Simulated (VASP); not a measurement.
Runs of VASP 6.6.1 on NaI. The structure is that of space group Fm-3m (No. 225), or close to it. The cells are those of the table. 

```tsv
task	cell	cutoff (eV)	gap on the mesh (eV)	pressure (GPa)
single point	a = 4.424 Å, angles 60.0°, 2 atoms	520	(a)	2.7
single point	a = 4.616 Å, angles 60.0°, 2 atoms	520	3.57	0.0
single point	a = 4.569 Å, angles 60.0°, 2 atoms	520	3.65	0.5
single point	a = 4.662 Å, angles 60.0°, 2 atoms	520	3.50	-0.4
single point	a = 4.707 Å, angles 60.0°, 2 atoms	520	3.43	(c)
relaxation of cell and atoms	relaxed from a = 4.577 Å, angles 60.0°, 2 atoms	600	3.57	0.0
single point	a = 4.577 Å, angles 60.0°, 2 atoms	520	3.64	0.4
single point	a = 4.765 Å, angles 60.0°, 2 atoms	520	3.35	-1.1
single point	a = 4.522 Å, angles 60.0°, 2 atoms	520	(d)	(b)
single point	a = 4.473 Å, angles 60.0°, 2 atoms	520	3.84	1.8
```

Alike in all rows: level PBE; potentials or basis VASP PAW PBE potentials, release 64 (Na_pv, I); no spin polarisation; k mesh 6 × 6 × 6; smearing gaussian 0.02 eV.

Question: Fill in the values left out.

Answer: (a) 3.94; (b) 1.1; (c) -0.8; (d) 3.74.

Caveats: spin-orbit coupling is left out, which moves the levels of the heavy elements.

A k mesh can miss the band edges, and the runs leave out spin-orbit coupling on I.
